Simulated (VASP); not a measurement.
Input of a VASP 6.6.1 run:

The input INCAR:

```
PREC = Accurate ; ENCUT = 520
EDIFF = 1E-6 ; ISMEAR = 0
SIGMA = 0.05 ; LREAL = False
LASPH = True ; NELM = 100
ALGO = Normal ; ISIF = 2
LWAVE = False ; LCHARG = False
GGA = PS ; NBANDS = 35
```

The input KPOINTS:

```
regular mesh
0
Gamma
  12 12 2
```

The input POSCAR:

```
WS2
1.0
    3.0191064309      0.0000000000      0.0000000000
   -1.5095532154      2.6146228659      0.0000000000
    0.0000000000      0.0000000000     23.5475206076
W S
2 4
Direct
    0.3333333333      0.6666666667      0.6345659624
    0.6666666667      0.3333333333      0.3654340376
    0.3333333333      0.6666666667      0.2989660749
    0.6666666667      0.3333333333      0.5680485953
    0.3333333333      0.6666666667      0.4319514047
    0.6666666667      0.3333333333      0.7010339251
```

Potentials or basis: VASP PAW PBE potentials, release 64 (W_sv, S).

The run is started by

```bash
$ cat potpaw_PBE.64/W_sv/POTCAR potpaw_PBE.64/S/POTCAR > POTCAR
$ mpirun -np 1 vasp_std > vasp.out
```

Problem. What does it give for the band gap on the k mesh?

Solution. 1.70 eV (least direct gap 2.44 eV).

Problem. What does it give for the largest force?

Solution. 1.153 eV/Å.

Forces in eV/Å, atoms in the order of the input:
```
W    0.000  0.000  0.001
W    0.000  0.000 -0.001
S    0.000  0.000 -1.153
S    0.000  0.000 -1.144
S    0.000  0.000  1.144
S    0.000  0.000  1.153
```

Caveat: there is no dipole correction, which matters where the two faces differ; the PAW data sets were made with another functional, which shifts forces and pressure a little; spin-orbit coupling is left out, which moves the levels of the heavy elements.
